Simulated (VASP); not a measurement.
A run of VASP 6.6.1 is set up as follows.

The input INCAR:

```
SYSTEM = Rb3TaP2
  PREC = Accurate
  ENCUT = 600
  EDIFF = 1E-6
  ISMEAR = 0
  SIGMA = 0.1
  LREAL = .False.
  LASPH = .True.
  NELM = 60
  ALGO = Normal
  ISIF = 3
  LWAVE = .False.
  LCHARG = .False.
  GGA = PE
  IBRION = 2
  NSW = 90
  EDIFFG = -0.04
```

KPOINTS

```
regular mesh
0
Gamma
  3 3 4
  0 0 0
```

Contents of POSCAR:

```
Rb3TaP2
1.0
    6.9383535200      0.0000000000      0.0000000000
   -3.4691767600      6.0087904100      0.0000000000
    0.0000000000      0.0000000000      4.3416434300
Rb Ta P
3 1 2
Direct
    0.5000000000      0.0000000000      0.5000000000
    0.5000000000      0.5000000000      0.5000000000
    0.0000000000      0.5000000000      0.5000000000
    0.0000000000      0.0000000000      0.0000000000
    0.3333333300      0.6666666700      0.0000000000
    0.6666666700      0.3333333300      0.0000000000
```

Potentials or basis: VASP PAW PBE potentials, release 64 (Rb_sv, Ta_pv, P).

Command:

```sh
$ cat potpaw_PBE.64/Rb_sv/POTCAR potpaw_PBE.64/Ta_pv/POTCAR potpaw_PBE.64/P/POTCAR > POTCAR
$ mpirun -np 1 vasp_std > vasp.out
```

Task: Predict the relaxed volume.

Result: 27.80 Å³/atom.

Task: Predict the relaxed cell.

Result: a = 5.796 Å, b = 5.796 Å, c = 5.733 Å, α = 90.00°, β = 90.00°, γ = 120.00°.

Task: What does it give for the space group after relaxing (to 0.05 Å)?

Result: P6/mmm (No. 191).

The path:
```csv
step,energy change (eV),largest force (eV/Å),pressure (GPa),volume (Å³)
1,0.0000,0.0000,5.56,181.01
2,-1.0306,0.0000,0.58,209.37
3,-1.2004,0.0000,-1.36,228.13
4,-1.5140,0.0000,-1.81,221.51
5,-2.3839,0.0000,-3.24,198.85
6,2.0411,0.0000,17.86,145.16
7,-2.4556,0.0000,-3.34,195.64
8,-2.5423,0.0000,-3.29,188.66
9,-2.7014,0.0000,-1.14,171.00
10,-2.7015,0.0000,-1.22,171.41
11,-2.7980,0.0000,-0.45,168.35
12,-2.8129,0.0000,-0.03,166.82
```

Caveat: the k points lie up to 0.42 Å⁻¹ apart in the final cell.
